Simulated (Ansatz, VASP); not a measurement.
This is a calculation of LiF for Ansatz 0.2.0.

The input input.yaml:

```yaml
crystal:
  lattice:
    - [0.0, 2.014, 2.014]
    - [2.014, 0.0, 2.014]
    - [2.014, 2.014, 0.0]
  atoms:
    - { symbol: F, position: [0.5, 0.5, 0.5] }
    - { symbol: Li, position: [0.0, 0.0, 0.0] }
hamiltonian:
  xc: { exchange: pbe, correlation: pbe, exx: { coeff: 0.35 } }
  pseudopotentials: { kind: paw }
kpoints:
  mp_grid: { grid: [7, 7, 7] }
scf:
  occupations: { method: fermi_dirac, width: 0.05 }
output:
  forces: true
  stress: true
  eigenvalues: true
```

Potentials or basis: Ansatz PAW.

Run with:

```sh
$ ansatz run input.yaml --threads 1 --pin off --max-ram 3584MiB --backend cpu --events-out ev --progress --plain --runs-dir out
```

Q: Translate it to VASP 6.6.1. Potentials there: VASP PAW PBE potentials, release 64 (F, Li_sv).

A: As run (the cutoff follows the program's own potentials):

The input POSCAR:

```
LiF
1.0
    0.0000000000      2.0140000000      2.0140000000
    2.0140000000      0.0000000000      2.0140000000
    2.0140000000      2.0140000000      0.0000000000
F Li
1 1
Direct
    0.5000000000      0.5000000000      0.5000000000
    0.0000000000      0.0000000000      0.0000000000
```

Contents of INCAR.step1:

```
SYSTEM = LiF
ALGO = Normal ; EDIFF = 1E-5
ENCUT = 520 ; GGA = PE
ISIF = 2 ; ISMEAR = -1
LASPH = .True. ; LCHARG = .False.
LREAL = .False. ; LWAVE = .True.
NBANDS = 12 ; NELM = 60
PREC = Accurate ; SIGMA = 0.05
```

File INCAR.step2:

```
SYSTEM = LiF
AEXX = 0.35 ; ALGO = Normal
EDIFF = 1E-6 ; ENCUT = 520
GGA = PE ; ISIF = 2
ISMEAR = -1 ; ISTART = 1
LASPH = .True. ; LCHARG = .False.
LHFCALC = .True. ; LREAL = .False.
LWAVE = .False. ; NBANDS = 12
NELM = 60 ; PREC = Accurate
PRECFOCK = Normal ; SIGMA = 0.05
```

KPOINTS

```
k-points
0
Gamma
  7 7 7
  0 0 0
```

Potentials or basis: VASP PAW PBE potentials, release 64 (F, Li_sv).

Command:

```bash
$ cat potpaw_PBE.64/F/POTCAR potpaw_PBE.64/Li_sv/POTCAR > POTCAR
$ cp INCAR.step1 INCAR
$ mpirun -np 1 vasp_std > vasp.out
$ cp INCAR.step2 INCAR
$ mpirun -np 1 vasp_std > vasp.out
```

Both were run:

|  | VASP | Ansatz | Ansatz less VASP |
| --- | --- | --- | --- |
| gap on the k mesh at the Fermi level (eV) | 13.39 | 13.40 | +0.013 |
| least direct gap on the mesh (eV) | 13.39 | 13.40 | +0.013 |

VASP's potentials were made for PBE, not for PBE-based global hybrid. The functional is the same, so the differences come from potentials, cutoffs and numerics.

Noted on VASP's run: the cutoff is under 1.25 times that of the potentials, so the pressure is a little rough. Noted on Ansatz's run: odd divisions of the mesh miss points on the zone boundary, where band edges often lie, so the gap on the mesh can be too wide.
